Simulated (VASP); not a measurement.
# SiO2 (I4_122) in VASP: settings compared, part 2 of 2

VASP 6.6.1.

### Step 3. Single point, PBE+D3(BJ)

This run uses another cell than the first one, of 15.20 Å³/atom.

Input file INCAR:

```
SYSTEM = SiO2
PREC = Accurate
ENCUT = 520
EDIFF = 1E-7
ISMEAR = -1
SIGMA = 0.05
LREAL = .FALSE.
LASPH = .TRUE.
NELM = 60
ALGO = Normal
ISIF = 2
LWAVE = .FALSE.
LCHARG = .FALSE.
GGA = PE
IVDW = 12
NBANDS = 44
```

Input file KPOINTS:

```
Automatic mesh
0
G
  7 7 7
  0 0 0
```

Input file POSCAR:

```
SiO2
1.0
   -2.8378980000      2.8378980000      5.6602100000
    2.8378980000     -2.8378980000      5.6602100000
    2.8378980000      2.8378980000     -5.6602100000
Si O
4 8
Direct
    0.8750000000      0.2636180000      0.8886180000
    0.0136180000      0.6250000000      0.8886180000
    0.7363820000      0.1250000000      0.1113820000
    0.3750000000      0.9863820000      0.1113820000
    0.6337270000      0.1337270000      0.5000000000
    0.4678770000      0.9678770000      0.9357540000
    0.0321230000      0.5321230000      0.0642460000
    0.1162730000      0.1162730000      0.0000000000
    0.8837270000      0.8837270000      0.0000000000
    0.8662730000      0.3662730000      0.5000000000
    0.2821230000      0.7178770000      0.0000000000
    0.7178770000      0.2821230000      0.0000000000
```

Potentials or basis: VASP PAW PBE potentials, release 64 (Si, O).

Command:

```sh
$ cat potpaw_PBE.64/Si/POTCAR potpaw_PBE.64/O/POTCAR > POTCAR
$ mpirun -np 1 vasp_std > vasp.out
```

OUTCAR:

```text
SYSTEM = SiO2
   PREC = Accurate
   ENCUT = 520
   EDIFF = 1E-7
   ISMEAR = -1
   LREAL = .FALSE.
   LASPH = .TRUE.
   NELM = 60
   ISIF = 2
   GGA = PE
   IVDW = 12
 IVDW          = 12

 ion  position               nearest neighbor table
   1  0.875  0.264  0.889-   8 1.63   5 1.63   7 1.64  12 1.64   2 2.97   3 2.97
   2  0.014  0.625  0.889-   9 1.63  10 1.63   7 1.64  11 1.64   1 2.97   4 2.97
   3  0.736  0.125  0.111-   9 1.63  10 1.63   6 1.64  12 1.64   1 2.97   4 2.97
   4  0.375  0.986  0.111-   5 1.63   8 1.63   6 1.64  11 1.64   3 2.97   2 2.97
   5  0.634  0.134  0.500-   1 1.63   4 1.63
   6  0.468  0.968  0.936-   4 1.64   3 1.64
   7  0.032  0.532  0.064-   2 1.64   1 1.64
   8  0.116  0.116  0.000-   1 1.63   4 1.63
   9  0.884  0.884  0.000-   3 1.63   2 1.63
  10  0.866  0.366  0.500-   2 1.63   3 1.63
  11  0.282  0.718  0.000-   2 1.64   4 1.64
  12  0.718  0.282  0.000-   1 1.64   3 1.64

  LATTYP: Found a body centered tetragonal cell.
 ALAT       =     5.6757960000
 C/A-ratio  =     1.9945079069

[... 215 lines left out ...]
      5     -17.7800      2.00000
      6     -17.6479      2.00000
[... 1117 lines left out ...]
     43      10.4216      0.00000
     44      10.7678      0.00000

 [... further k-points ...]

------------------------ aborting loop because EDIFF is reached ----------------------------------------

 Edisp (eV)   -1.37131

 E8    (eV) :    -0.4581

  FORCE on cell =-STRESS in cart. coord.  units (eV):
  Direction    XX          YY          ZZ          XY          YZ          ZX
  --------------------------------------------------------------------------------------
  -------------------------------------------------------------------------------------
  Total      -1.42070    -1.42070    -1.41886     0.00000     0.00000     0.00000
  in kB     -12.48326   -12.48326   -12.46709     0.00000     0.00000     0.00000
  external pressure =      -12.48 kB  Pullay stress =        0.00 kB

 VOLUME and BASIS-vectors are now :
 -----------------------------------------------------------------------------
  energy-cutoff  :      520.00
  volume of cell :      182.34
      direct lattice vectors                 reciprocal lattice vectors
    -2.837898000  2.837898000  5.660210000     0.000000000  0.176186741  0.088335945
     2.837898000 -2.837898000  5.660210000     0.176186741  0.000000000  0.088335945
     2.837898000  2.837898000 -5.660210000     0.176186741  0.176186741  0.000000000

 POSITION                                       TOTAL-FORCE (eV/Angst)
 -----------------------------------------------------------------------------------
      0.78677      4.25685      1.41505         0.007233      0.000000      0.000000
      4.25685      0.78677     -1.41505        -0.000000      0.007233      0.000000
     -1.41895      2.05113      4.24516        -0.000000     -0.007233      0.000000
      2.05113     -1.41895      7.07526        -0.007233      0.000000      0.000000
      0.00000      2.83790      1.51385        -0.000000      0.000000      0.001963
      4.07452      1.23663      2.83011         0.001223      0.001223     -0.000000
      1.60127     -1.23663      2.83010        -0.001223     -0.001223      0.000000
      0.00000      0.00000      1.31626        -0.000000      0.000000     -0.001963
      0.00000      0.00000     10.00416        -0.000000      0.000000      0.001963
      0.00000      2.83790      4.14636        -0.000000      0.000000     -0.001963
      1.23663     -1.23663      5.66021         0.001223     -0.001223      0.000000
     -1.23663      1.23663      5.66021        -0.001223      0.001223     -0.000000
 -----------------------------------------------------------------------------------
    total drift:                                0.000000     -0.000000      0.000000

  FREE ENERGIE OF THE ION-ELECTRON SYSTEM (eV)
  ---------------------------------------------------
  free  energy   TOTEN  =       -94.5632165639 eV

  energy  without entropy=      -94.5632165639  energy(sigma->0) =      -94.56321656
```

OSZICAR:

```text
N       E                     dE             d eps       ncg     rms          rms(c)
DAV:   1     0.412089929437E+03    0.41209E+03   -0.32633E+04  3520   0.132E+03
DAV:   2    -0.726090800535E+02   -0.48470E+03   -0.46894E+03  4504   0.310E+02
DAV:   3    -0.105939575476E+03   -0.33330E+02   -0.33158E+02  4260   0.862E+01
DAV:   4    -0.106396206579E+03   -0.45663E+00   -0.45565E+00  4336   0.111E+01
DAV:   5    -0.106404865488E+03   -0.86589E-02   -0.86519E-02  4236   0.149E+00    0.285E+01
DAV:   6    -0.932355673833E+02    0.13169E+02   -0.50125E+01  4112   0.325E+01    0.134E+01
DAV:   7    -0.932110589635E+02    0.24508E-01   -0.15588E+00  4216   0.518E+00    0.491E+00
DAV:   8    -0.931813386898E+02    0.29720E-01   -0.83622E-02  4296   0.177E+00    0.193E+00
DAV:   9    -0.931888007611E+02   -0.74621E-02   -0.47664E-02  4072   0.130E+00    0.394E-01
DAV:  10    -0.931911929957E+02   -0.23922E-02   -0.30830E-03  3944   0.275E-01    0.183E-01
DAV:  11    -0.931918897732E+02   -0.69678E-03   -0.83873E-04  3848   0.189E-01    0.281E-02
DAV:  12    -0.931918998717E+02   -0.10098E-04   -0.50049E-05  4452   0.509E-02    0.196E-02
DAV:  13    -0.931919079981E+02   -0.81264E-05   -0.26502E-05  3852   0.331E-02    0.111E-02
DAV:  14    -0.931919082944E+02   -0.29626E-06   -0.66909E-06  4284   0.198E-02    0.757E-03
DAV:  15    -0.931919083262E+02   -0.31863E-07   -0.28925E-06  3860   0.880E-03    0.942E-04
DAV:  16    -0.931919083464E+02   -0.20185E-07   -0.10982E-07  3104   0.194E-03
   1 F= -.94563217E+02 E0= -.94563217E+02  d E =-.210057E-10
```

It took 5 min on 1 thread of Oxide Virtual Turin-like, shared host; peak memory 0.47 GiB.

Results:

```yaml
Free_energy: -94.5632 eV
Pressure: -1.2 GPa
Largest_force: 0.007 eV/Å
Band_gap_on_the_k_mesh: 4.84 eV
Dispersion_energy_per_atom: -0.114 eV
```

Forces in eV/Å, atoms in the order of the input:
```
Si   0.007  0.000  0.000
Si   0.000  0.007  0.000
Si   0.000 -0.007  0.000
Si  -0.007  0.000  0.000
O    0.000  0.000  0.002
O    0.001  0.001  0.000
O   -0.001 -0.001  0.000
O    0.000  0.000 -0.002
O    0.000  0.000  0.002
O    0.000  0.000 -0.002
O    0.001 -0.001  0.000
O   -0.001  0.001  0.000
```

Levels at points of the mesh, in eV from the valence-band top:
| k point | band 28 | band 29 | band 30 | band 31 | band 32 | band 33 | band 34 | band 35 | band 36 | band 37 |
| --- | --- | --- | --- | --- | --- | --- | --- | --- | --- | --- |
| (0.00, 0.00, 0.00) | -1.47 | -0.67 | -0.67 | -0.24 | 0.00 | 4.84 | 7.25 | 7.27 | 8.87 | 8.87 |

Caveat: three body term missing.

### Step 4. Single point, PBE+D3(BJ)

This run uses another cell than the first one, of 14.87 Å³/atom.

INCAR: that of step 3 with these lines changed.

```diff
@@ -8,3 +8,3 @@
 LASPH = .TRUE.
-NELM = 60
+NELM = 100
 ALGO = Normal
```

KPOINTS is that of step 3.

Input file POSCAR:

```
SiO2
1.0
   -2.8120619325      2.8120619325      5.6407792825
    2.8120619325     -2.8120619325      5.6407792825
    2.8120619325      2.8120619325     -5.6407792825
Si O
4 8
Direct
    0.8750000000      0.2665609063      0.8915609063
    0.0165609063      0.6250000000      0.8915609063
    0.7334390937      0.1250000000      0.1084390937
    0.3750000000      0.9834390937      0.1084390937
    0.6348913324      0.1348913324      0.5000000000
    0.4637856743      0.9637856743      0.9275713485
    0.0362143257      0.5362143257      0.0724286515
    0.1151086676      0.1151086676      0.0000000000
    0.8848913324      0.8848913324      0.0000000000
    0.8651086676      0.3651086676      0.5000000000
    0.2862143257      0.7137856743      0.0000000000
    0.7137856743      0.2862143257      0.0000000000
```

Command:

```sh
$ cat potpaw_PBE.64/Si/POTCAR potpaw_PBE.64/O/POTCAR > POTCAR
$ mpirun -np 1 vasp_std > vasp.out
```

Run time: 8.5 min. Hardware: 1 thread of Oxide Virtual Turin-like, shared host; peak memory 0.47 GiB.

Results (log left out):

* Free energy: -94.5741 eV
* Pressure: 0.1 GPa
* Largest force: 0.008 eV/Å
* Band gap on the k mesh: 4.85 eV
* Dispersion energy per atom: -0.117 eV

Forces on the atoms (eV/Å):
```
Si   0.005  0.000  0.000
Si   0.000  0.005  0.000
Si   0.000 -0.005  0.000
Si  -0.005  0.000  0.000
O    0.000  0.000  0.003
O   -0.005 -0.005  0.000
O    0.005  0.005  0.000
O    0.000  0.000 -0.003
O    0.000  0.000  0.003
O    0.000  0.000 -0.003
O   -0.005  0.005  0.000
O    0.005 -0.005  0.000
```

Stress tensor (GPa, compression positive):
```
0.02 0.00 0.00
0.00 0.02 0.00
0.00 0.00 0.29
```

Levels at points of the mesh, in eV from the valence-band top:
| k point | band 29 | band 30 | band 31 | band 32 | band 33 | band 34 | band 35 | band 36 |
| --- | --- | --- | --- | --- | --- | --- | --- | --- |
| (0.00, 0.00, 0.00) | -0.70 | -0.70 | -0.26 | 0.00 | 4.85 | 7.34 | 7.39 | 8.90 |

A k mesh can miss the band edges.

### Step 5. Single point, PBE

This run uses another cell than the first one, of 15.20 Å³/atom.

Input file INCAR:

```
PREC = Accurate
ENCUT = 520
EDIFF = 1E-6
ISMEAR = -1
SIGMA = 0.05
LREAL = F
LASPH = T
NELM = 60
ALGO = Normal
ISIF = 2
LWAVE = F
LCHARG = T
GGA = PE
LELF = T
LVHAR = T
NBANDS = 44
```

Input file KPOINTS:

```
Automatic mesh
0
Gamma
  7 7 7
```

Input file POSCAR:

```
SiO2
1.0
   -2.8378980000      2.8378980000      5.6602100000
    2.8378980000     -2.8378980000      5.6602100000
    2.8378980000      2.8378980000     -5.6602100000
Si O
4 8
Direct
    0.8750000000      0.2636180000      0.8886180000
    0.0136180000      0.6250000000      0.8886180000
    0.7363820000      0.1250000000      0.1113820000
    0.3750000000      0.9863820000      0.1113820000
    0.6337270000      0.1337270000      0.5000000000
    0.4678770000      0.9678770000      0.9357540000
    0.0321230000      0.5321230000      0.0642460000
    0.1162730000      0.1162730000      0.0000000000
    0.8837270000      0.8837270000      0.0000000000
    0.8662730000      0.3662730000      0.5000000000
    0.2821230000      0.7178770000      0.0000000000
    0.7178770000      0.2821230000      0.0000000000
```

Command:

```sh
$ cat potpaw_PBE.64/Si/POTCAR potpaw_PBE.64/O/POTCAR > POTCAR
$ mpirun -np 1 vasp_std > vasp.out
```

Wall time 10 min (1 thread of Oxide Virtual Turin-like, shared host); peak memory 0.49 GiB.

Results (log left out):

```yaml
Free_energy: -93.1919 eV
Pressure: 0.1 GPa
Largest_force: 0.010 eV/Å
Band_gap_on_the_k_mesh: 4.84 eV
```

Forces on the atoms (eV/Å):
```
Si   0.010  0.000  0.000
Si   0.000  0.010  0.000
Si   0.000 -0.010  0.000
Si  -0.010  0.000  0.000
O    0.000  0.000  0.002
O    0.002  0.002  0.000
O   -0.002 -0.002  0.000
O    0.000  0.000 -0.002
O    0.000  0.000  0.002
O    0.000  0.000 -0.002
O    0.002 -0.002  0.000
O   -0.002  0.002  0.000
```

Levels at points of the mesh, in eV from the valence-band top:
| k point | band 30 | band 31 | band 32 | band 33 | band 34 | band 35 |
| --- | --- | --- | --- | --- | --- | --- |
| (0.00, 0.00, 0.00) | -0.67 | -0.24 | 0.00 | 4.84 | 7.25 | 7.28 |

A k mesh can miss the band edges.

### Step 6. Overview

```csv
level,cell,gap on the mesh (eV),pressure (GPa),largest force (eV/Å)
r2SCAN+rVV10,"a = 6.862 Å, angles 132.0, 132.0, 70.3°, 12 atoms, atomic positions A",5.44,0.2,0.01
PBE+D3(BJ),"a = 6.939 Å, angles 131.7, 131.7, 70.7°, 12 atoms, atomic positions B",4.84,-1.2,0.01
PBE+D3(BJ),"a = 6.902 Å, angles 131.9, 131.9, 70.4°, 12 atoms, atomic positions C",4.85,0.1,0.01
PBE,"a = 6.939 Å, angles 131.7, 131.7, 70.7°, 12 atoms, atomic positions B",4.84,0.1,0.01
```

Alike in all rows: task single point; potentials or basis VASP PAW PBE potentials, release 64 (Si, O); no spin polarisation; k mesh 7 × 7 × 7; cutoff (eV) 520; smearing fermi-dirac 0.05 eV.

Caveats: the PAW data sets were made with another functional, which shifts forces and pressure a little (at least some runs); three body term missing (at least some runs).

Absolute energies hang on the potentials; compare differences alone.
